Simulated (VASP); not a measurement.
The system is Ta4O.

```xyz
5
Lattice="3.2320 -0.0152 0.0289 -0.0152 3.2608 -0.0240 0.0656 -0.0545 7.3831" Properties=species:S:1:pos:R:3 pbc="T T T"
Ta    0.2126    0.0295    3.6626
Ta    1.6923    1.5293    5.7842
Ta    1.6097    1.6448    1.6614
Ta    0.0871    0.0392   -0.0730
O     1.5980    1.4360    3.8045
```

Base run:

| Item | Value |
| --- | --- |
| Program | VASP 6.6.1 |
| Functional | PBE |
| Potentials or basis | VASP PAW PBE potentials, release 64 (Ta_pv, O) |
| Cutoff | 520 eV |
| k mesh | 6 × 6 × 4 |
| Occupations | gaussian, width 0.1 eV |
| Spin | no spin polarisation |

Its results: band gap on the k mesh zero (band 25 reaches 6.85 eV, above the bottom of band 26 at 5.94 eV); pressure 7.5 GPa; largest force 2.998 eV/Å.

Problem. After a change of settings the same cell gave: band gap on the k mesh 0.04 eV; pressure 8.9 GPa; largest force 5.357 eV/Å. Which change was it?
A. k mesh from 6 × 6 × 4 to 6 × 6 × 2; further incar settings from ALGO = Normal; EDIFF = 1e-06; NBANDS = 33 to ALGO = Normal; EDIFF = 1e-07; NBANDS = 33
B. k mesh from 6 × 6 × 4 to 4 × 4 × 2
C. k mesh from 6 × 6 × 4 to 1 × 1 × 1
D. k mesh from 6 × 6 × 4 to 2 × 2 × 1

Solution. C.

Caveats: some runs use coarse meshes; spin-orbit coupling is left out, which moves the levels of the heavy elements; forces of over 1 eV/Å act on the atoms, so gaps and moduli don't describe the material at rest.
